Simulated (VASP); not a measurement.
HfSi (NiAs type):

```
Hf Si
1.0
     4.01495    0.00000    0.00000
    -2.00748    3.47705    0.00000
     0.00000    0.00000    6.02243
Hf Si
2 2
Direct
  0.00000 0.00000 0.00000
  0.00000 0.00000 0.50000
  0.33333 0.66667 0.25000
  0.66667 0.33333 0.75000
```

| Item | Value |
| --- | --- |
| Program | VASP 6.6.1 |
| Task | relaxation of cell and atoms |
| Functional | PBEsol |
| Potentials or basis | VASP PAW PBE potentials, release 64 (Hf_pv, Si) |
| Cutoff | 600 eV |
| k mesh | 10 × 10 × 6 |
| Occupations | fermi-dirac, width 0.05 eV |
| Spin | no spin polarisation |

At the start: pressure -3.5 GPa; volume 21.02 Å³/atom.

Problem. How do energy, volume and symmetry change on relaxing?

Solution. Over 12 steps the energy falls by 168.4 meV/atom and the volume is 19.50 Å³/atom (-7.2 %); space group P6_3/mmc (No. 194, to 0.05 Å).

The path:
| step | energy change (eV) | largest force (eV/Å) | pressure (GPa) | volume (Å³) |
| --- | --- | --- | --- | --- |
| 1 | 0.0000 | 0.0000 | -3.54 | 84.07 |
| 2 | -0.6161 | 0.0000 | 1.35 | 78.14 |
| 3 | -0.6472 | 0.0000 | 3.38 | 76.39 |
| 4 | -0.6319 | 0.0000 | -4.29 | 80.63 |
| 5 | -0.6730 | 0.0000 | -0.23 | 78.23 |
| 6 | -0.6730 | 0.0000 | -0.17 | 78.20 |
| 7 | -0.6734 | 0.0000 | -0.04 | 78.06 |
| 8 | -0.6735 | 0.0000 | 0.03 | 77.99 |
| 9 | -0.6735 | 0.0000 | 0.02 | 77.98 |
| 10 | -0.6735 | 0.0000 | 0.03 | 77.98 |
| 11 | -0.6735 | 0.0000 | -0.03 | 78.01 |
| 12 | -0.6735 | 0.0000 | 0.01 | 77.99 |

Final structure:
```yaml
crystal:
  lattice:
    - [3.68905, 0.00000, 0.00000]
    - [-1.84453, 3.19482, 0.00000]
    - [0.00000, 0.00000, 6.61753]
  atoms:
    - { symbol: Hf, position: [0.00000, 0.00000, 0.00000] }
    - { symbol: Hf, position: [0.00000, 0.00000, 0.50000] }
    - { symbol: Si, position: [0.33333, 0.66667, 0.25000] }
    - { symbol: Si, position: [0.66667, 0.33333, 0.75000] }
```

Caveat: the PAW data sets were made with another functional, which shifts forces and pressure a little.
